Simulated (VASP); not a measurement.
# SiO2 (P4_2/mnm) in VASP: a series of runs

Runs on SiO2. Level: LDA. Tasks: single point.

Program: VASP 6.6.1. These are calculated values, not measurements. Logs are shortened: lines on timing, memory, paths and dates and some standing lists are left out, and cuts for length are marked.

### Step 1. The cell of the first run

It takes space group P4_2/mnm (No. 136, tetragonal). Conventional cell: a = 4.180 Å, b = 4.180 Å, c = 2.725 Å, α = 90.00°, β = 90.00°, γ = 90.00°. Si (site symmetry mmm) has 6 O at 1.78 to 1.81 Å within 2.4 Å. Within 2.4 Å of O (site symmetry m2m) lie 3 Si at 1.78 to 1.81 Å and 1 O at 2.30 Å.

### Step 2. Single point, LDA

Input file INCAR:

```
SYSTEM = SiO2
PREC = Accurate
ENCUT = 520
EDIFF = 1E-7
ISMEAR = 0
SIGMA = 0.05
LREAL = .FALSE.
LASPH = .TRUE.
NELM = 100
ALGO = Normal
ISIF = 2
LWAVE = .FALSE.
LCHARG = .FALSE.
GGA = CA
NBANDS = 25
```

Input file KPOINTS:

```
Automatic mesh
0
G
  6 6 8
  0 0 0
```

Input file POSCAR:

```
SiO2
1.0
    4.1801000000      0.0000000000      0.0000000000
    0.0000000000      4.1801000000      0.0000000000
    0.0000000000      0.0000000000      2.7252000000
Si O
2 4
Direct
    0.5000000000      0.5000000000      0.5000000000
    0.0000000000      0.0000000000      0.0000000000
    0.6944252994      0.6944252994      0.0000000000
    0.1944252994      0.8055747006      0.5000000000
    0.3055747006      0.3055747006      0.0000000000
    0.8055747006      0.1944252994      0.5000000000
```

Potentials or basis: VASP PAW LDA potentials, release 64 (Si, O).

The run is started by

```
$ cat potpaw_LDA.64/Si/POTCAR potpaw_LDA.64/O/POTCAR > POTCAR
$ mpirun -np 1 vasp_std > vasp.out
```

OUTCAR:

```text
SYSTEM = SiO2
   PREC = Accurate
   ENCUT = 520
   EDIFF = 1E-7
   ISMEAR = 0
   LREAL = .FALSE.
   LASPH = .TRUE.
   NELM = 100
   ISIF = 2
   GGA = CA

 ion  position               nearest neighbor table
   1  0.500  0.500  0.500-   3 1.78   5 1.78   3 1.78   5 1.78   4 1.81   6 1.81
   2  0.000  0.000  0.000-   4 1.78   6 1.78   4 1.78   6 1.78   5 1.81   3 1.81
   3  0.694  0.694  0.000-   1 1.78   1 1.78   2 1.81
   4  0.194  0.806  0.500-   2 1.78   2 1.78   1 1.81
   5  0.306  0.306  0.000-   1 1.78   1 1.78   2 1.81
   6  0.806  0.194  0.500-   2 1.78   2 1.78   1 1.81

  LATTYP: Found a simple tetragonal cell.
 ALAT       =     4.1801000000
 C/A-ratio  =     0.6519461257

  Lattice vectors:

 A1 = (   4.1801000000,   0.0000000000,   0.0000000000)
 A2 = (   0.0000000000,   4.1801000000,   0.0000000000)
 A3 = (   0.0000000000,   0.0000000000,   2.7252000000)

Analysis of symmetry for initial positions (statically):
=====================================================================
 Subroutine PRICEL returns:
 Original cell was already a primitive cell.

 Routine SETGRP: Setting up the symmetry group for a
 simple tetragonal supercell.

 Subroutine GETGRP returns: Found 16 space group operations
 (whereof  8 operations were pure point group operations)
 out of a pool of 16 trial point group operations.

The static configuration has the point symmetry D_2h.
 The point group associated with its full space group is D_4h.

Analysis of symmetry for dynamics (positions and initial velocities):
=====================================================================
 Subroutine PRICEL returns:
 Original cell was already a primitive cell.

 Routine SETGRP: Setting up the symmetry group for a
 simple tetragonal supercell.

 Subroutine GETGRP returns: Found 16 space group operations
 (whereof  8 operations were pure point group operations)
 out of a pool of 16 trial point group operations.

The dynamic configuration has the point symmetry D_2h.
 The point group associated with its full space group is D_4h.

 Subroutine INISYM returns: Found 16 space group operations
 (whereof  8 operations are pure point group operations),
 and found     1 'primitive' translations

----------------------------------------------------------------------------------------

                                     Primitive cell
[... 95 lines left out ...]
   LSORBIT =      F    spin-orbit coupling
   LASPH  =      T    aspherical Exc in radial PAW
   ENCUT  =  520.0 eV  38.22 Ry    6.18 a.u.   7.77  7.77  5.07*2*pi/ulx,y,z
   NELM   =    100;   NELMIN=  2; NELMDL= -5     # of ELM steps
   EDIFF  = 0.1E-06   stopping-criterion for ELM
   LREAL  =      F    real-space projection
   EDIFFG = 0.1E-05   stopping-criterion for IOM
   NSW    =      0    number of steps for IOM
   IBRION =     -1    ionic relax: 0-MD 1-quasi-New 2-CG
   NFREE  =      0    steps in history (QN), initial steepest desc. (CG)
   ISIF   =      2    stress and relaxation
   ISYM   =      2    0-nonsym 1-usesym 2-fastsym
   POTIM  = 0.5000    time-step for ionic-motion
   TEBEG  =    0.0;   TEEND  =   0.0 temperature during run
   PSTRESS=    0.0 pullay stress
   NELECT =      32.0000    total number of electrons
   NUPDOWN=      -1.0000    fix difference up-down
   EMIN   =  10.00;   EMAX   =-10.00  energy-range for DOS
   EFERMI =   0.00;   METHOD = LEGACY
   ISMEAR =     0;   SIGMA  =   0.05  broadening in eV -4-tet -1-fermi 0-gaus
   EFERMI_NEDOS =   21; number of points for ismear=-14 and -15
   IALGO  =     38    algorithm
   IMIX   =      4    mixing-type and parameters
     AMIX     =   0.40;   BMIX     =  1.00
     AMIX_MAG =   1.60;   BMIX_MAG =  1.00
  volume/ion in A,a.u.               =       7.94        53.56
  Fermi-wavevector in a.u.,A,eV,Ry     =   1.433951  2.709774 27.976502  2.056215
  Thomas-Fermi vector in A             =   2.553413
   LORBIT       =      0    0 simple, 1 ext, 2 COOP (PROOUT), +10 PAW based schemes
   GGA     = CA    functional components
   LHFCALC =     F    Hartree Fock is set to
   AEXX    =    0.0000 exact exchange contribution
   IVDW    =     0    specifies the selected vdW correction
   LEPSILON=     F    determine dielectric tensor
   LRPA    =     F    only Hartree local field effects (RPA)
 non-spin polarized calculation
 Gauss-broadening in eV      SIGMA  =   0.05
  energy-cutoff  :      520.00
  volume of cell :       47.62
 maximum number of plane-waves:      1296
 NGX is ok and might be reduce to    32
   NGX = 15   NGY = 15   NGZ = 11

 number of electron      31.9999972 magnetization

 Free energy of the ion-electron system (eV)
  ---------------------------------------------------
  ext. energy  EPLUGINS =         0.00000000
  ---------------------------------------------------
  free energy    TOTEN  =       -51.90552008 eV

  energy without entropy =      -51.90552008  energy(sigma->0) =      -51.90552008

 E-fermi :   8.1034     XC(G=0): -12.6267

 val. band max:        7.8206413881   @ k =   0.0000   0.0000   0.0000
 cond. band min:      12.9319473940   @ k =   0.0000   0.0000   0.0000
 fundamental gap:      5.1113060059
 Fermi energy:         8.1033975600

 k-point     1 :       0.0000    0.0000    0.0000
  band No.  band energies     occupation
      1     -14.3460      2.00000
      2     -10.6754      2.00000
      3     -10.6754      2.00000
      4     -10.3862      2.00000
      5      -2.9983      2.00000
      6       1.5131      2.00000
[... 661 lines left out ...]
     24      20.1468      0.00000
     25      21.0797      0.00000

 [... further k-points ...]
[... 5 lines left out ...]
  --------------------------------------------------------------------------------------
  -------------------------------------------------------------------------------------
  Total       -2.3292615     -2.3292615     -5.0416157      0.0000000      0.0000000      0.0000000
  in kB      -78.3713090    -78.3713090   -169.6323176      0.0000000      0.0000000      0.0000000
  external PRESSURE =    -108.7916452 kB  Pullay stress =       0.0000000 kB

 VOLUME and BASIS-vectors are now :
 -----------------------------------------------------------------------------
  energy-cutoff  :      520.00
  volume of cell :       47.62
      direct lattice vectors                 reciprocal lattice vectors
     4.180100000  0.000000000  0.000000000     0.239228727  0.000000000  0.000000000
     0.000000000  4.180100000  0.000000000     0.000000000  0.239228727  0.000000000
     0.000000000  0.000000000  2.725200000     0.000000000  0.000000000  0.366945545

 POSITION                                       TOTAL-FORCE (eV/Angst)
 -----------------------------------------------------------------------------------
      2.09005      2.09005      1.36260         0.000000      0.000000     -0.000000
      0.00000      0.00000      0.00000         0.000000      0.000000     -0.000000
      2.90277      2.90277      0.00000        -0.054743     -0.054743      0.000000
      0.81272      3.36738      1.36260        -0.054743      0.054743     -0.000000
      1.27733      1.27733      0.00000         0.054743      0.054743     -0.000000
      3.36738      0.81272      1.36260         0.054743     -0.054743      0.000000
 -----------------------------------------------------------------------------------
    total drift:                                0.000000      0.000000     -0.000000

  FREE ENERGIE OF THE ION-ELECTRON SYSTEM (eV)
  ---------------------------------------------------
  free  energy   TOTEN  =       -51.9055200817 eV

  energy  without entropy=      -51.9055200817  energy(sigma->0) =      -51.90552008
```

OSZICAR:

```text
N       E                     dE             d eps       ncg     rms          rms(c)
DAV:   1     0.125618289518E+03    0.12562E+03   -0.17504E+04  2524   0.123E+03
DAV:   2    -0.500569428347E+02   -0.17568E+03   -0.16861E+03  3188   0.275E+02
DAV:   3    -0.567049022158E+02   -0.66480E+01   -0.66208E+01  3320   0.508E+01
DAV:   4    -0.567476460485E+02   -0.42744E-01   -0.42727E-01  2888   0.478E+00
DAV:   5    -0.567480023064E+02   -0.35626E-03   -0.35620E-03  3345   0.412E-01    0.173E+01
DAV:   6    -0.519753998855E+02    0.47726E+01   -0.13443E+01  3125   0.244E+01    0.820E+00
DAV:   7    -0.519428200590E+02    0.32580E-01   -0.75055E-01  3105   0.485E+00    0.292E+00
DAV:   8    -0.519114988230E+02    0.31321E-01   -0.29583E-02  3142   0.143E+00    0.104E+00
DAV:   9    -0.519055178456E+02    0.59810E-02   -0.53245E-03  3101   0.579E-01    0.208E-01
DAV:  10    -0.519055233026E+02   -0.54570E-05   -0.22547E-04  3182   0.109E-01    0.727E-02
DAV:  11    -0.519055203419E+02    0.29607E-05   -0.19698E-05  3158   0.319E-02    0.200E-02
DAV:  12    -0.519055201335E+02    0.20839E-06   -0.10251E-06  3112   0.780E-03    0.668E-03
DAV:  13    -0.519055200817E+02    0.51777E-07   -0.40515E-07  3126   0.442E-03
   1 F= -.51905520E+02 E0= -.51905520E+02  d E =-.126498E-17
```

Wall time 51 s (1 thread of Intel Xeon 8259CL, shared host); peak memory 0.16 GiB.

What came out:

```
Free energy            : -51.9055 eV
Pressure               : -10.9 GPa
Largest force          : 0.077 eV/Å
Band gap on the k mesh : 5.11 eV
```

Forces in eV/Å, atoms in the order of the input:
```
Si   0.000  0.000  0.000
Si   0.000  0.000  0.000
O   -0.055 -0.055  0.000
O   -0.055  0.055  0.000
O    0.055  0.055  0.000
O    0.055 -0.055  0.000
```

Stress tensor (GPa, compression positive):
```
 -7.84   0.00   0.00
  0.00  -7.84   0.00
  0.00   0.00 -16.96
```

Caveat: the cell stands under tension.

### Step 3. Single point, LDA

This run uses another cell than the first one, of 7.92 Å³/atom.

Input file INCAR:

```
  PREC = Accurate
  ENCUT = 520
  EDIFF = 1E-6
  ISMEAR = 0
  SIGMA = 0.05
  LREAL = False
  LASPH = True
  NELM = 60
  ALGO = Normal
  ISIF = 2
  LWAVE = False
  LCHARG = False
  NBANDS = 25
```

Input file KPOINTS:

```
regular mesh
0
Gamma
  6 6 8
```

Changes to POSCAR since step 2:

```diff
@@ -2,5 +2,5 @@
 1.0
-    4.1801000000      0.0000000000      0.0000000000
-    0.0000000000      4.1801000000      0.0000000000
-    0.0000000000      0.0000000000      2.7252000000
+    4.0804000000      0.0000000000      0.0000000000
+    0.0000000000      4.0804000000      0.0000000000
+    0.0000000000      0.0000000000      2.8529000000
 Si O
```

Potentials or basis: VASP PAW LDA potentials, release 64 (Si, O).

The run is started by

```
$ cat potpaw_LDA.64/Si/POTCAR potpaw_LDA.64/O/POTCAR > POTCAR
$ mpirun -np 1 vasp_std > vasp.out
```

Wall time 61 s (1 thread of Intel Xeon 8259CL, shared host); peak memory 0.16 GiB.

Results (log left out):

```
Free energy            : -51.5920 eV
Pressure               : -11.5 GPa
Largest force          : 0.339 eV/Å
Band gap on the k mesh : 4.87 eV
```

Forces on the atoms (eV/Å):
```
Si   0.000  0.000  0.000
Si   0.000  0.000  0.000
O    0.240  0.240  0.000
O    0.240 -0.240  0.000
O   -0.240 -0.240  0.000
O   -0.240  0.240  0.000
```

Stress tensor (GPa, compression positive):
```
  0.67   0.00   0.00
  0.00   0.67   0.00
  0.00   0.00 -35.89
```

Levels at points of the mesh, in eV from the valence-band top:
| k point | band 13 | band 14 | band 15 | band 16 | band 17 | band 18 | band 19 | band 20 |
| --- | --- | --- | --- | --- | --- | --- | --- | --- |
| (0.00, 0.00, 0.00) | -2.70 | -0.75 | -0.75 | 0.00 | 4.87 | 5.21 | 6.99 | 6.99 |
| (0.50, 0.00, 0.00) | -2.85 | -2.85 | -0.94 | -0.94 | 6.67 | 6.67 | 7.72 | 7.72 |
| (0.50, 0.50, 0.00) | -2.91 | -2.91 | -1.88 | -1.88 | 6.34 | 6.34 | 8.87 | 8.87 |
| (0.00, 0.00, 0.50) | -3.26 | -3.26 | -2.49 | -2.49 | 8.82 | 8.82 | 11.91 | 11.91 |
| (0.50, 0.00, 0.50) | -2.00 | -2.00 | -1.60 | -1.60 | 8.59 | 8.59 | 10.34 | 10.34 |
| (0.50, 0.50, 0.50) | -1.42 | -1.42 | -1.38 | -1.38 | 7.06 | 7.06 | 11.01 | 11.01 |

Caveat: the cell stands under tension.

[end of part 1 of 2]
